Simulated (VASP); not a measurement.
# C (P-1) in VASP: single point with LDA

Aim: the single point of C with LDA.

Everything below comes from runs of VASP 6.6.1. Logs are shortened: lines on timing, memory, paths and dates and some standing lists are left out, and cuts for length are marked.

## Step 1: The cell of the first run

The typed cell holds 4 atoms: a = 2.403 Å, b = 2.511 Å, c = 7.178 Å, α = 86.12°, β = 91.08°, γ = 120.03°.

## Step 2: Single point, LDA

File INCAR:

```
SYSTEM = C
PREC     = Accurate       ! precision mode
ENCUT    = 520            ! plane-wave cutoff, eV
EDIFF    = 1E-6           ! SCF threshold, eV
ISMEAR   = 1              ! smearing method
SIGMA    = 0.15           ! smearing width, eV
LREAL    = .FALSE.        ! projectors in reciprocal space
LASPH    = .TRUE.         ! aspherical terms in the spheres
NELM     = 80             ! most SCF steps
ALGO     = Normal         ! electronic algorithm
ISIF     = 2              ! what is computed and relaxed
LWAVE    = .FALSE.        ! write WAVECAR
LCHARG   = .FALSE.        ! write CHGCAR
NBANDS   = 16             ! bands
```

File KPOINTS:

```
regular mesh
0
G
  16 16 5
  0 0 0
```

File POSCAR:

```
C
1.0
    1.1748735000     -2.0963587500     -0.0224752500
    1.2812265000      2.1577612500      0.0838777500
    0.1793317500      0.1793317500      7.1732700000
C
4
Direct
    0.0833800000      0.9166200000      0.7531400000
    0.5833800000      0.4166200000      0.2468600000
    0.9166200000      0.0833800000      0.2468600000
    0.4166200000      0.5833800000      0.7531400000
```

Potentials or basis: VASP PAW LDA potentials, release 64 (C).

Run with:

```sh
$ cat potpaw_LDA.64/C/POTCAR > POTCAR
$ mpirun -np 1 vasp_std > vasp.out
```

OUTCAR:

```text
SYSTEM = C
   PREC = Accurate
   ENCUT = 520
   EDIFF = 1E-6
   ISMEAR = 1
   LREAL = .FALSE.
   LASPH = .TRUE.
   NELM = 80
   ISIF = 2

 ion  position               nearest neighbor table
   1  0.083  0.917  0.753-   4 1.39   4 1.42   4 1.45
   2  0.583  0.417  0.247-   3 1.39   3 1.42   3 1.45
   3  0.917  0.083  0.247-   2 1.39   2 1.42   2 1.45
   4  0.417  0.583  0.753-   1 1.39   1 1.42   1 1.45

  LATTYP: Found a triclinic cell.
 ALAT       =     2.4576345831
 B/A-ratio  =     0.9778662853
 C/A-ratio  =     3.3109599946
 COS(alpha) =     0.0031668859
 COS(beta)  =     0.4216655134
 COS(gamma) =     0.4665381112

  Lattice vectors:

 A1 = (   2.4561000000,   0.0614025000,   0.0614025000)
 A2 = (   1.1748735000,  -2.0963587500,  -0.0224752500)
 A3 = (   3.5579947500,   2.0398320000,  -7.0279897500)

Analysis of symmetry for initial positions (statically):
=====================================================================
 Subroutine PRICEL returns:
 Original cell was already a primitive cell.

 Routine SETGRP: Setting up the symmetry group for a
 triclinic supercell.

 Subroutine GETGRP returns: Found  2 space group operations
 (whereof  2 operations were pure point group operations)
 out of a pool of  2 trial point group operations.

The static configuration has the point symmetry S_2 .

Analysis of symmetry for dynamics (positions and initial velocities):
=====================================================================
 Subroutine PRICEL returns:
 Original cell was already a primitive cell.

 Routine SETGRP: Setting up the symmetry group for a
 triclinic supercell.

 Subroutine GETGRP returns: Found  2 space group operations
 (whereof  2 operations were pure point group operations)
 out of a pool of  2 trial point group operations.

The dynamic configuration has the point symmetry S_2 .

 Subroutine INISYM returns: Found  2 space group operations
 (whereof  2 operations are pure point group operations),
 and found     1 'primitive' translations

----------------------------------------------------------------------------------------

                                     Primitive cell
[... 92 lines left out ...]
   LASPH  =      T    aspherical Exc in radial PAW
   ENCUT  =  520.0 eV  38.22 Ry    6.18 a.u.   4.47  4.67 13.35*2*pi/ulx,y,z
   NELM   =     80;   NELMIN=  2; NELMDL= -5     # of ELM steps
   EDIFF  = 0.1E-05   stopping-criterion for ELM
   LREAL  =      F    real-space projection
   EDIFFG = 0.1E-04   stopping-criterion for IOM
   NSW    =      0    number of steps for IOM
   IBRION =     -1    ionic relax: 0-MD 1-quasi-New 2-CG
   NFREE  =      0    steps in history (QN), initial steepest desc. (CG)
   ISIF   =      2    stress and relaxation
   ISYM   =      2    0-nonsym 1-usesym 2-fastsym
   POTIM  = 0.5000    time-step for ionic-motion
   TEBEG  =    0.0;   TEEND  =   0.0 temperature during run
   PSTRESS=    0.0 pullay stress
   NELECT =      16.0000    total number of electrons
   NUPDOWN=      -1.0000    fix difference up-down
   EMIN   =  10.00;   EMAX   =-10.00  energy-range for DOS
   EFERMI =   0.00;   METHOD = LEGACY
   ISMEAR =     1;   SIGMA  =   0.15  broadening in eV -4-tet -1-fermi 0-gaus
   EFERMI_NEDOS =   21; number of points for ismear=-14 and -15
   IALGO  =     38    algorithm
   IMIX   =      4    mixing-type and parameters
     AMIX     =   0.40;   BMIX     =  1.00
     AMIX_MAG =   1.60;   BMIX_MAG =  1.00
  volume/ion in A,a.u.               =       9.35        63.11
  Fermi-wavevector in a.u.,A,eV,Ry     =   1.233486  2.330951 20.701107  1.521488
  Thomas-Fermi vector in A             =   2.368215
   LORBIT       =      0    0 simple, 1 ext, 2 COOP (PROOUT), +10 PAW based schemes
   GGA     = CA    functional components
   LHFCALC =     F    Hartree Fock is set to
   AEXX    =    0.0000 exact exchange contribution
   IVDW    =     0    specifies the selected vdW correction
   LEPSILON=     F    determine dielectric tensor
   LRPA    =     F    only Hartree local field effects (RPA)
 non-spin polarized calculation
 Methfessel and Paxton  Order N= 1 SIGMA  =   0.15
  energy-cutoff  :      520.00
  volume of cell :       37.41
 maximum number of plane-waves:      1028
 NGX is ok and might be reduce to    18
   NGX =  9   NGY =  9   NGZ = 27

 number of electron      16.0000002 magnetization

 Free energy of the ion-electron system (eV)
  ---------------------------------------------------
  ext. energy  EPLUGINS =         0.00000000
  ---------------------------------------------------
  free energy    TOTEN  =       -40.30056685 eV

  energy without entropy =      -40.30079455  energy(sigma->0) =      -40.30064275

 E-fermi :   4.2205     XC(G=0): -10.3499

 val. band max:        4.0951983738   @ k =   0.3750   0.3125   0.0000
 cond. band min:       4.3102095104   @ k =   0.3750   0.3125   0.4000
 fundamental gap:      0.2150111366
 Fermi energy:         4.2205329541

 k-point     1 :       0.0000    0.0000    0.0000
  band No.  band energies     occupation
      1     -15.4167      2.00000
      2     -15.2247      2.00000
      3      -4.3570      2.00000
      4      -2.8845      2.00000
      5       0.9347      2.00000
      6       0.9420      2.00000
[... 433 lines left out ...]
      3      -3.9986      2.00000
      4      -2.5438      2.00000
      5       0.0692      2.00000
      6       0.0769      2.00000
[... 8 lines left out ...]
     15      14.6023      0.00000
     16      14.6498      0.00000

 [... further k-points ...]

------------------------ aborting loop because EDIFF is reached ----------------------------------------

  FORCE on cell =-STRESS in cart. coord.  units (eV):
  Direction    XX          YY          ZZ          XY          YZ          ZX
  --------------------------------------------------------------------------------------
  -------------------------------------------------------------------------------------
  Total       -0.7598559     -0.7753682     -0.2655021     -5.0958300     -0.1212846     -0.1859227
  in kB      -32.5462039    -33.2106266    -11.3720046   -218.2649579     -5.1948701     -7.9634531
  external PRESSURE =     -25.7096117 kB  Pullay stress =       0.0000000 kB

 VOLUME and BASIS-vectors are now :
 -----------------------------------------------------------------------------
  energy-cutoff  :      520.00
  volume of cell :       37.41
      direct lattice vectors                 reciprocal lattice vectors
     1.174873500 -2.096358750 -0.022475250     0.413386999 -0.245295860 -0.004202278
     1.281226500  2.157761250  0.083877750     0.401906353  0.225410656 -0.015682925
     0.179331750  0.179331750  7.173270000    -0.003404309 -0.003404309  0.139576651

 POSITION                                       TOTAL-FORCE (eV/Angst)
 -----------------------------------------------------------------------------------
      1.40742      1.93811      5.47749         0.635816     -0.042220      0.007560
      1.26345     -0.27974      1.79263         0.633678     -0.041788      0.015469
      1.22801     -1.69738      1.75719        -0.635816      0.042220     -0.007560
      1.37198      0.52047      5.44205        -0.633678      0.041788     -0.015469
 -----------------------------------------------------------------------------------
    total drift:                                0.000000      0.000000     -0.000000

  FREE ENERGIE OF THE ION-ELECTRON SYSTEM (eV)
  ---------------------------------------------------
  free  energy   TOTEN  =       -40.3005668487 eV

  energy  without entropy=      -40.3007945508  energy(sigma->0) =      -40.30064275
```

OSZICAR:

```text
N       E                     dE             d eps       ncg     rms          rms(c)
DAV:   1     0.321719089672E+02    0.32172E+02   -0.78624E+03 20592   0.917E+02
DAV:   2    -0.402533134475E+02   -0.72425E+02   -0.65844E+02 28896   0.190E+02
DAV:   3    -0.431425884818E+02   -0.28893E+01   -0.28718E+01 27088   0.355E+01
DAV:   4    -0.431696058016E+02   -0.27017E-01   -0.27008E-01 25976   0.420E+00
DAV:   5    -0.431700509781E+02   -0.44518E-03   -0.44515E-03 26624   0.511E-01    0.932E+00
DAV:   6    -0.409809110787E+02    0.21891E+01   -0.15645E+00 25016   0.779E+00    0.530E+00
DAV:   7    -0.402995445757E+02    0.68137E+00   -0.17771E+00 26168   0.846E+00    0.145E+00
DAV:   8    -0.403031966380E+02   -0.36521E-02   -0.97829E-02 24984   0.186E+00    0.364E-01
DAV:   9    -0.403006432467E+02    0.25534E-02   -0.36932E-03 26072   0.411E-01    0.124E-01
DAV:  10    -0.403005677119E+02    0.75535E-04   -0.52886E-04 26752   0.150E-01    0.600E-02
DAV:  11    -0.403005668074E+02    0.90450E-06   -0.15904E-05 25952   0.251E-02    0.133E-02
DAV:  12    -0.403005668487E+02   -0.41336E-07   -0.29375E-07 17888   0.410E-03
   1 F= -.40300567E+02 E0= -.40300643E+02  d E =0.227702E-03
```

Run time: 4.5 min. Hardware: 1 thread of Intel Xeon Platinum 8488C (Sapphire Rapids), shared host; peak memory 0.35 GiB.

What came out:

```yaml
Free_energy: -40.3006 eV
Pressure: -2.6 GPa
Largest_force: 0.637 eV/Å
```

Forces in eV/Å, atoms in the order of the input:
```
C    0.636 -0.042  0.008
C    0.634 -0.042  0.015
C   -0.636  0.042 -0.008
C   -0.634  0.042 -0.015
```

Stress tensor (GPa, compression positive):
```
 -3.25 -21.83  -0.80
-21.83  -3.32  -0.52
 -0.80  -0.52  -1.14
```
